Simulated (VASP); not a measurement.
Wanted: the native input for a VASP 6.6.1 run.

```
Task                   : single point
Functional             : PBE
Potentials or basis    : VASP PAW PBE potentials, release 64 (Mg)
Cutoff                 : 520 eV
k mesh                 : 19 × 19 × 10
Occupations            : fermi-dirac, width 0.1 eV
Spin                   : no spin polarisation
Dipole correction      : no
Further INCAR settings : ALGO = Normal; EDIFF = 1e-06; NBANDS = 9
```

The structure of Mg lies in POSCAR:

```
Mg
1.0
    3.1953117571      0.0000000000      0.0000000000
   -1.5976558785      2.7672211547      0.0000000000
    0.0000000000      0.0000000000      5.1879445662
Mg
2
Direct
    0.3333333333      0.6666666667      0.2500000000
    0.6666666667      0.3333333333      0.7500000000
```

The input as run:

INCAR

```
  PREC = Accurate
  ENCUT = 520
  EDIFF = 1E-6
  ISMEAR = -1
  SIGMA = 0.1
  LREAL = F
  LASPH = T
  NELM = 100
  ALGO = Normal
  ISIF = 2
  LWAVE = F
  LCHARG = F
  GGA = PE
  NBANDS = 9
```

KPOINTS

```
regular mesh
0
Gamma
  19 19 10
```

Potentials or basis: VASP PAW PBE potentials, release 64 (Mg).

Launch:

```sh
$ cat potpaw_PBE.64/Mg/POTCAR > POTCAR
$ mpirun -np 1 vasp_std > vasp.out
```

Results of the run:

```yaml
Pressure: -0.1 GPa
Band_gap_on_the_k_mesh: zero (bands 2 and 3 overlap by 2.19 eV)
```

It took 66 s on 1 thread of Intel Xeon 8259CL, on a shared host, peak memory 0.23 GiB.
